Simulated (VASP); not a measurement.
## Mg2PCl: relaxation of cell and atoms with PBEsol

The system is Mg2PCl.

```
CELL_PARAMETERS angstrom
1.92952 1.11401 6.17377
-1.92952 1.11401 6.17377
0.00000 -2.22802 6.17377
ATOMIC_POSITIONS crystal
Mg 0.23216 0.23216 0.23216
Mg 0.76784 0.76784 0.76784
P 0.50000 0.50000 0.50000
Cl 0.00000 0.00000 0.00000
```

```json
{"Program": "VASP 6.6.1", "Task": "relaxation of cell and atoms", "Functional": "PBEsol", "Potentials or basis": "VASP PAW PBE potentials, release 64 (Mg, P, Cl)", "Cutoff": "600 eV", "k mesh": "9 × 9 × 9", "Occupations": "gaussian, width 0.02 eV", "Spin": "no spin polarisation", "Dipole correction": "no", "Further INCAR settings": "ALGO = Normal; EDIFF = 1e-07; IBRION = 2; EDIFFG = -0.005; NSW = 100; ISIF = 3"}
```

```json
{
 "Relaxed volume": "19.89 Å³/atom",
 "Relaxed cell": "a = 6.553 Å, b = 6.553 Å, c = 6.553 Å, α = 34.26°, β = 34.26°, γ = 34.26°",
 "Space group after relaxing (to 0.05 Å)": "R-3m (No. 166)",
 "Energy gained by relaxing": "0.1 meV/atom",
 "Ionic steps": "5",
 "Pressure after relaxing": "0.0 GPa",
 "Band gap on the k mesh": "1.01 eV, direct"
}
```

Forces in eV/Å, atoms in the order of the input:
```
Mg   0.000  0.000 -0.003
Mg   0.000  0.000  0.003
P    0.000  0.000  0.000
Cl   0.000  0.000  0.000
```

Step by step:
| step | energy change (eV) | largest force (eV/Å) | pressure (GPa) | volume (Å³) |
| --- | --- | --- | --- | --- |
| 1 | 0.0000 | 0.0508 | -0.11 | 79.62 |
| 2 | -0.0003 | 0.0201 | 0.04 | 79.47 |
| 3 | -0.0003 | 0.0114 | 0.08 | 79.43 |
| 4 | -0.0003 | 0.0056 | 0.02 | 79.51 |
| 5 | -0.0003 | 0.0027 | 0.00 | 79.56 |

Final structure:
```
Mg P Cl
1.0
     1.93043    1.11453    6.16273
    -1.93043    1.11453    6.16273
     0.00000   -2.22906    6.16273
Mg P Cl
2 1 1
Direct
  0.23191 0.23191 0.23191
  0.76809 0.76809 0.76809
  0.50000 0.50000 0.50000
  0.00000 0.00000 0.00000
```

Levels at points of the mesh, in eV from the valence-band top:
```
           k point  band 4  band 5  band 6  band 7  band 8  band 9  band 10  band 11  band 12
(0.00, 0.00, 0.00)   -3.92   -3.92   -1.34    0.00    0.00    1.01     3.71     4.94     4.94
```

Wall time 5.4 min on 1 thread of Intel(R) Xeon(R) 6975P-C (Granite Rapids), on a shared host, peak memory 0.5 GiB.

Caveat: the PAW data sets were made with another functional, which shifts forces and pressure a little. A k mesh can miss the band edges.
